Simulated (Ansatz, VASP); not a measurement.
Li2S: VASP beside Ansatz

```xyz
3
Lattice="0.0141 2.8344 2.8344 2.8344 0.0141 2.8344 2.8344 2.8344 0.0141" Properties=species:S:1:pos:R:3 pbc="T T T"
Li    1.4195    1.4195    1.4195
Li    4.2634    4.2634    4.2634
S     0.0000    0.0000    0.0000
```

Change from the starting cell: equal xy, yz and zx engineering shears of +0.5 %.

Alike in both runs: functional PBEsol; k mesh 6 × 6 × 6; no spin polarisation.

Ansatz relaxed the structure, and its values are those at the end. VASP's run is a single point on that final structure, the one shown.

|  | VASP | Ansatz |
| --- | --- | --- |
| version | VASP 6.6.1 | Ansatz 0.2.0 |
| potentials or method | VASP PAW PBE potentials, release 64 (Li_sv, S), cutoff 750 eV | all-electron LAPW, scalar-relativistic |
| occupations | gaussian, width 0.01 eV | fixed |

Ansatz gave:

```
gap on the k mesh at the Fermi level (eV) : 3.20
pressure (GPa)                            : 0.0
```

What did VASP give for the same quantities?

gap on the k mesh at the Fermi level (eV): 3.19; pressure (GPa): 0.0.

VASP's potentials were made for PBE, not for PBEsol. Ansatz ran all-electron here, and VASP with PAW potentials.
